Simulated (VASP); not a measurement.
# Sb (Pm-3m) in VASP: settings compared

Sb is run at these levels: LDA, PBE; tasks: single point.

Everything below comes from runs of VASP 6.6.1. Logs are shortened: lines on timing, memory, paths and dates and some standing lists are left out, and cuts for length are marked.

## Step 1: The cell of the first run

The structure is cubic, space group Pm-3m (No. 221). The conventional cell has a = 3.160 Å, b = 3.160 Å, c = 3.160 Å, α = 90.00°, β = 90.00°, γ = 90.00°. Sb (site symmetry m-3m) has 6 Sb at 3.16 Å within 4.2 Å.

This isn't the form of Sb at room conditions, which is rhombohedral.

## Step 2: Single point, LDA

INCAR

```
SYSTEM = Sb
PREC = Accurate
ENCUT = 520
EDIFF = 1E-6
ISMEAR = -1
SIGMA = 0.05
LREAL = .False.
LASPH = .True.
NELM = 100
ALGO = Normal
ISIF = 2
LWAVE = .False.
LCHARG = .False.
GGA = CA
NBANDS = 8
```

KPOINTS

```
Automatic mesh
0
Gamma
  13 13 13
  0 0 0
```

POSCAR

```
Sb
1.0
    3.1600000000      0.0000000000      0.0000000000
    0.0000000000      3.1600000000      0.0000000000
    0.0000000000      0.0000000000      3.1600000000
Sb
1
Direct
    0.0000000000      0.0000000000      0.0000000000
```

Potentials or basis: VASP PAW LDA potentials, release 64 (Sb).

Launch:

```
$ cat potpaw_LDA.64/Sb/POTCAR > POTCAR
$ mpirun -np 1 vasp_std > vasp.out
```

OUTCAR:

```text
SYSTEM = Sb
   PREC = Accurate
   ENCUT = 520
   EDIFF = 1E-6
   ISMEAR = -1
   LREAL = .False.
   LASPH = .True.
   NELM = 100
   ISIF = 2
   GGA = CA

 ion  position               nearest neighbor table
   1  0.000  0.000  0.000-

  LATTYP: Found a simple cubic cell.
 ALAT       =     3.1600000000

  Lattice vectors:

 A1 = (   3.1600000000,   0.0000000000,   0.0000000000)
 A2 = (   0.0000000000,   3.1600000000,   0.0000000000)
 A3 = (   0.0000000000,   0.0000000000,   3.1600000000)

Analysis of symmetry for initial positions (statically):
=====================================================================
 Subroutine PRICEL returns:
 Original cell was already a primitive cell.

 Routine SETGRP: Setting up the symmetry group for a
 simple cubic supercell.

 Subroutine GETGRP returns: Found 48 space group operations
 (whereof 48 operations were pure point group operations)
 out of a pool of 48 trial point group operations.

The static configuration has the point symmetry O_h .

Analysis of symmetry for dynamics (positions and initial velocities):
=====================================================================
 Subroutine PRICEL returns:
 Original cell was already a primitive cell.

 Routine SETGRP: Setting up the symmetry group for a
 simple cubic supercell.

 Subroutine GETGRP returns: Found 48 space group operations
 (whereof 48 operations were pure point group operations)
 out of a pool of 48 trial point group operations.

The dynamic configuration has the point symmetry O_h .

 Subroutine INISYM returns: Found 48 space group operations
 (whereof 48 operations are pure point group operations),
 and found     1 'primitive' translations

----------------------------------------------------------------------------------------

                                     Primitive cell

  volume of cell :      31.5545

  direct lattice vectors                    reciprocal lattice vectors
     3.160000000  0.000000000  0.000000000     0.316455696  0.000000000  0.000000000
     0.000000000  3.160000000  0.000000000     0.000000000  0.316455696  0.000000000
     0.000000000  0.000000000  3.160000000     0.000000000  0.000000000  0.316455696

  length of vectors
     3.160000000  3.160000000  3.160000000     0.316455696  0.316455696  0.316455696

  position of ions in fractional coordinates (direct lattice)
     0.000000000  0.000000000  0.000000000

  ion indices of the primitive-cell ions
   primitive index   ion index
[... 70 lines left out ...]
   LASPH  =      T    aspherical Exc in radial PAW
   ENCUT  =  520.0 eV  38.22 Ry    6.18 a.u.   5.88  5.88  5.88*2*pi/ulx,y,z
   NELM   =    100;   NELMIN=  2; NELMDL= -5     # of ELM steps
   EDIFF  = 0.1E-05   stopping-criterion for ELM
   LREAL  =      F    real-space projection
   EDIFFG = 0.1E-04   stopping-criterion for IOM
   NSW    =      0    number of steps for IOM
   IBRION =     -1    ionic relax: 0-MD 1-quasi-New 2-CG
   NFREE  =      0    steps in history (QN), initial steepest desc. (CG)
   ISIF   =      2    stress and relaxation
   ISYM   =      2    0-nonsym 1-usesym 2-fastsym
   POTIM  = 0.5000    time-step for ionic-motion
   TEBEG  =    0.0;   TEEND  =   0.0 temperature during run
   PSTRESS=    0.0 pullay stress
   NELECT =       5.0000    total number of electrons
   NUPDOWN=      -1.0000    fix difference up-down
   EMIN   =  10.00;   EMAX   =-10.00  energy-range for DOS
   EFERMI =   0.00;   METHOD = LEGACY
   ISMEAR =    -1;   SIGMA  =   0.05  broadening in eV -4-tet -1-fermi 0-gaus
   EFERMI_NEDOS =   21; number of points for ismear=-14 and -15
   IALGO  =     38    algorithm
   IMIX   =      4    mixing-type and parameters
     AMIX     =   0.40;   BMIX     =  1.00
     AMIX_MAG =   1.60;   BMIX_MAG =  1.00
  volume/ion in A,a.u.               =      31.55       212.94
  Fermi-wavevector in a.u.,A,eV,Ry     =   0.885886  1.674081 10.677766  0.784794
  Thomas-Fermi vector in A             =   2.006979
   LORBIT       =      0    0 simple, 1 ext, 2 COOP (PROOUT), +10 PAW based schemes
   GGA     = CA    functional components
   LHFCALC =     F    Hartree Fock is set to
   AEXX    =    0.0000 exact exchange contribution
   IVDW    =     0    specifies the selected vdW correction
   LEPSILON=     F    determine dielectric tensor
   LRPA    =     F    only Hartree local field effects (RPA)
 non-spin polarized calculation
  energy-cutoff  :      520.00
  volume of cell :       31.55
 maximum number of plane-waves:       872
 NGX is ok and might be reduce to    24
   NGX = 11   NGY = 11   NGZ = 11

 number of electron       5.0000001 magnetization

 Free energy of the ion-electron system (eV)
  ---------------------------------------------------
  ext. energy  EPLUGINS =         0.00000000
  ---------------------------------------------------
  free energy    TOTEN  =        -4.73861129 eV

  energy without entropy =       -4.73556363  energy(sigma->0) =       -4.73708746

 E-fermi :   6.3405     XC(G=0):  -9.5708

 val. band max:        6.3317130838   @ k =   0.3077   0.2308   0.1538
 cond. band min:       6.3471049224   @ k =   0.3846   0.3077   0.3077
 fundamental gap:      0.0153918386
 Fermi energy:         6.3405475793

 k-point     1 :       0.0000    0.0000    0.0000
  band No.  band energies     occupation
      1      -5.6899      2.00000
      2       9.3807      0.00000
      3       9.3807      0.00000
      4       9.3807      0.00000
      5      13.1477      0.00000
      6      13.1477      0.00000
      7      14.1460      0.00000
      8      22.5555      0.00000
[... 243 lines left out ...]
 k-point    24 :       0.3846    0.3077    0.0000
  band No.  band energies     occupation
      1      -2.7269      2.00000
      2       3.1162      2.00000
      3       4.9126      2.00000
      4      11.2338      0.00000
      5      11.9587      0.00000
      6      16.3034      0.00000
      7      18.7756      0.00000
      8      19.4344      0.00000

 [... further k-points ...]
[... 5 lines left out ...]
  --------------------------------------------------------------------------------------
  -------------------------------------------------------------------------------------
  Total       -1.1505824     -1.1505824     -1.1505824      0.0000000     -0.0000000      0.0000000
  in kB      -58.4207430    -58.4207430    -58.4207430      0.0000000     -0.0000000      0.0000000
  external PRESSURE =     -58.4207430 kB  Pullay stress =       0.0000000 kB

 VOLUME and BASIS-vectors are now :
 -----------------------------------------------------------------------------
  energy-cutoff  :      520.00
  volume of cell :       31.55
      direct lattice vectors                 reciprocal lattice vectors
     3.160000000  0.000000000  0.000000000     0.316455696  0.000000000  0.000000000
     0.000000000  3.160000000  0.000000000     0.000000000  0.316455696  0.000000000
     0.000000000  0.000000000  3.160000000     0.000000000  0.000000000  0.316455696

 POSITION                                       TOTAL-FORCE (eV/Angst)
 -----------------------------------------------------------------------------------
      0.00000      0.00000      0.00000         0.000000      0.000000      0.000000
 -----------------------------------------------------------------------------------
    total drift:                               -0.000000      0.000000      0.000000

  FREE ENERGIE OF THE ION-ELECTRON SYSTEM (eV)
  ---------------------------------------------------
  free  energy   TOTEN  =        -4.7386112927 eV

  energy  without entropy=       -4.7355636313  energy(sigma->0) =       -4.73708746
```

Run time: 3.5 s. Hardware: 1 thread of Intel Xeon 6975P-C (Granite Rapids), shared host; peak memory 0.13 GiB.

Results:

```
Free energy            : -4.7386 eV
Pressure               : -5.8 GPa
Band gap on the k mesh : zero (an odd number of electrons rules out a gap without spin polarisation)
```

Levels at points of the mesh, in eV from the Fermi level:
| k point | band 1 | band 2 | band 3 | band 4 | band 5 | band 6 |
| --- | --- | --- | --- | --- | --- | --- |
| (0.00, 0.00, 0.00) | -12.03 | 3.04 | 3.04 | 3.04 | 6.81 | 6.81 |

Caveat: the cell stands under tension; spin-orbit coupling is left out, which moves the levels of the heavy elements.

## Step 3: Single point, PBE

INCAR

```
SYSTEM = Sb
  PREC = Accurate
  ENCUT = 520
  EDIFF = 1E-6
  ISMEAR = -1
  SIGMA = 0.05
  LREAL = .FALSE.
  LASPH = .TRUE.
  NELM = 80
  ALGO = Normal
  ISIF = 2
  LWAVE = .FALSE.
  LCHARG = .FALSE.
  GGA = PE
  NBANDS = 8
```

KPOINTS

```
Automatic mesh
0
G
  13 13 13
  0 0 0
```

POSCAR is that of step 2.

Potentials or basis: VASP PAW PBE potentials, release 64 (Sb).

Launch:

```
$ cat potpaw_PBE.64/Sb/POTCAR > POTCAR
$ mpirun -np 1 vasp_std > vasp.out
```

Wall time 4.2 s (1 thread of Intel Xeon 6975P-C (Granite Rapids), shared host); peak memory 0.14 GiB.

Results (log left out):

```
Free energy            : -4.0935 eV
Pressure               : -2.5 GPa
Band gap on the k mesh : zero (an odd number of electrons rules out a gap without spin polarisation)
```

Levels at points of the mesh, in eV from the Fermi level:
| k point | band 1 | band 2 | band 3 | band 4 | band 5 | band 6 | band 7 |
| --- | --- | --- | --- | --- | --- | --- | --- |
| (0.00, 0.00, 0.00) | -12.03 | 3.07 | 3.07 | 3.07 | 6.81 | 6.81 | 7.87 |

Caveat: spin-orbit coupling is left out, which moves the levels of the heavy elements.

## Step 4: Single point, LDA (32.82 Å³/atom)

This run uses another cell than the first one, of 32.82 Å³/atom.

INCAR

```
SYSTEM = Sb
ALGO     = Normal         ! electronic algorithm
EDIFF    = 1E-6           ! SCF threshold, eV
ENCUT    = 520            ! plane-wave cutoff, eV
GGA      = CA             ! functional
ISIF     = 2              ! what is computed and relaxed
ISMEAR   = -1             ! smearing method
LASPH    = .TRUE.         ! aspherical terms in the spheres
LCHARG   = .FALSE.        ! write CHGCAR
LREAL    = .FALSE.        ! projectors in reciprocal space
LWAVE    = .FALSE.        ! write WAVECAR
NBANDS   = 8              ! bands
NELM     = 80             ! most SCF steps
PREC     = Accurate       ! precision mode
SIGMA    = 0.05           ! smearing width, eV
```

KPOINTS

```
k-points
0
G
  13 13 13
  0 0 0
```

POSCAR

```
Sb
1.0
    3.2015837161      0.0000000000      0.0000000000
    0.0000000000      3.2015837161      0.0000000000
    0.0000000000      0.0000000000      3.2015837161
Sb
1
Direct
    0.0000000000      0.0000000000      0.0000000000
```

Potentials or basis: VASP PAW LDA potentials, release 64 (Sb).

Launch:

```
$ cat potpaw_LDA.64/Sb/POTCAR > POTCAR
$ mpirun -np 1 vasp_std > vasp.out
```

OUTCAR:

```text
SYSTEM = Sb
   EDIFF = 1E-6
   ENCUT = 520
   GGA = CA
   ISIF = 2
   ISMEAR = -1
   LASPH = .TRUE.
   LREAL = .FALSE.
   NELM = 80
   PREC = Accurate

 ion  position               nearest neighbor table
   1  0.000  0.000  0.000-

  LATTYP: Found a simple cubic cell.
 ALAT       =     3.2015837161

  Lattice vectors:

 A1 = (   3.2015837161,   0.0000000000,   0.0000000000)
 A2 = (   0.0000000000,   3.2015837161,   0.0000000000)
 A3 = (   0.0000000000,   0.0000000000,   3.2015837161)

Analysis of symmetry for initial positions (statically):
=====================================================================
 Subroutine PRICEL returns:
 Original cell was already a primitive cell.

 Routine SETGRP: Setting up the symmetry group for a
 simple cubic supercell.

 Subroutine GETGRP returns: Found 48 space group operations
 (whereof 48 operations were pure point group operations)
 out of a pool of 48 trial point group operations.

The static configuration has the point symmetry O_h .

Analysis of symmetry for dynamics (positions and initial velocities):
=====================================================================
 Subroutine PRICEL returns:
 Original cell was already a primitive cell.

 Routine SETGRP: Setting up the symmetry group for a
 simple cubic supercell.

 Subroutine GETGRP returns: Found 48 space group operations
 (whereof 48 operations were pure point group operations)
 out of a pool of 48 trial point group operations.

The dynamic configuration has the point symmetry O_h .

 Subroutine INISYM returns: Found 48 space group operations
 (whereof 48 operations are pure point group operations),
 and found     1 'primitive' translations

----------------------------------------------------------------------------------------

                                     Primitive cell

  volume of cell :      32.8167

[... 102 lines left out ...]
   EFERMI_NEDOS =   21; number of points for ismear=-14 and -15
   IALGO  =     38    algorithm
   IMIX   =      4    mixing-type and parameters
     AMIX     =   0.40;   BMIX     =  1.00
     AMIX_MAG =   1.60;   BMIX_MAG =  1.00
  volume/ion in A,a.u.               =      32.82       221.46
  Fermi-wavevector in a.u.,A,eV,Ry     =   0.874380  1.652338 10.402192  0.764540
  Thomas-Fermi vector in A             =   1.993902
   LORBIT       =      0    0 simple, 1 ext, 2 COOP (PROOUT), +10 PAW based schemes
   GGA     = CA    functional components
   LHFCALC =     F    Hartree Fock is set to
   AEXX    =    0.0000 exact exchange contribution
   IVDW    =     0    specifies the selected vdW correction
   LEPSILON=     F    determine dielectric tensor
   LRPA    =     F    only Hartree local field effects (RPA)
 non-spin polarized calculation
  energy-cutoff  :      520.00
  volume of cell :       32.82
 maximum number of plane-waves:       906
 NGX is ok and might be reduce to    24
   NGX = 11   NGY = 11   NGZ = 11

 number of electron       5.0000001 magnetization

 Free energy of the ion-electron system (eV)
  ---------------------------------------------------
  ext. energy  EPLUGINS =         0.00000000
  ---------------------------------------------------
  free energy    TOTEN  =        -4.68713324 eV

  energy without entropy =       -4.68404555  energy(sigma->0) =       -4.68558940

 E-fermi :   5.8664     XC(G=0):  -9.4115

 val. band max:        5.8291425305   @ k =   0.3846   0.3077   0.3077
 cond. band min:       5.8755707843   @ k =   0.3077   0.2308   0.1538
 fundamental gap:      0.0464282538
 Fermi energy:         5.8663679456

 k-point     1 :       0.0000    0.0000    0.0000
  band No.  band energies     occupation
      1      -5.8810      2.00000
      2       8.8166      0.00000
      3       8.8166      0.00000
      4       8.8166      0.00000
      5      12.6524      0.00000
      6      12.6524      0.00000
      7      13.4498      0.00000
      8      21.9065      0.00000
[... 243 lines left out ...]
 k-point    24 :       0.3846    0.3077    0.0000
  band No.  band energies     occupation
      1      -3.0742      2.00000
      2       2.8031      2.00000
      3       4.5041      2.00000
      4      10.8056      0.00000
      5      11.2329      0.00000
      6      15.6889      0.00000
      7      18.1615      0.00000
      8      18.8263      0.00000

 [... further k-points ...]
[... 5 lines left out ...]
  --------------------------------------------------------------------------------------
  -------------------------------------------------------------------------------------
  Total       -1.4724868     -1.4724868     -1.4724868      0.0000000      0.0000000     -0.0000000
  in kB      -71.8898221    -71.8898221    -71.8898221      0.0000000      0.0000000     -0.0000000
  external PRESSURE =     -71.8898221 kB  Pullay stress =       0.0000000 kB

 VOLUME and BASIS-vectors are now :
 -----------------------------------------------------------------------------
  energy-cutoff  :      520.00
  volume of cell :       32.82
      direct lattice vectors                 reciprocal lattice vectors
     3.201583716  0.000000000  0.000000000     0.312345417  0.000000000  0.000000000
     0.000000000  3.201583716  0.000000000     0.000000000  0.312345417  0.000000000
     0.000000000  0.000000000  3.201583716     0.000000000  0.000000000  0.312345417

 POSITION                                       TOTAL-FORCE (eV/Angst)
 -----------------------------------------------------------------------------------
      0.00000      0.00000      0.00000         0.000000      0.000000      0.000000
 -----------------------------------------------------------------------------------
    total drift:                               -0.000000      0.000000      0.000000

  FREE ENERGIE OF THE ION-ELECTRON SYSTEM (eV)
  ---------------------------------------------------
  free  energy   TOTEN  =        -4.6871332409 eV

  energy  without entropy=       -4.6840455518  energy(sigma->0) =       -4.68558940
```

stdout:

```text
POSCAR found type information on POSCAR Sb
 POSCAR found :  1 types and       1 ions
 scaLAPACK will be used
 LDA part: xc-table for (Slater(with rela. corr.)+CA(PZ))
 , standard interpolation
 POSCAR, INCAR and KPOINTS ok, starting setup
 FFT: planning ... GRIDC
 FFT: planning ... GRID_SOFT
 FFT: planning ... GRID
 WAVECAR not read
 entering main loop
```

Wall time 3.6 s (1 thread of Intel Xeon 6975P-C (Granite Rapids), shared host); peak memory 0.13 GiB.

What came out:

| Property | Result |
| --- | --- |
| Free energy | -4.6871 eV |
| Pressure | -7.2 GPa |
| Band gap on the k mesh | zero (an odd number of electrons rules out a gap without spin polarisation) |

Caveat: the cell stands under tension; spin-orbit coupling is left out, which moves the levels of the heavy elements.

[end of part 1 of 2]

The gap in the log of VASP goes by the Fermi energy; the results here count the filled bands.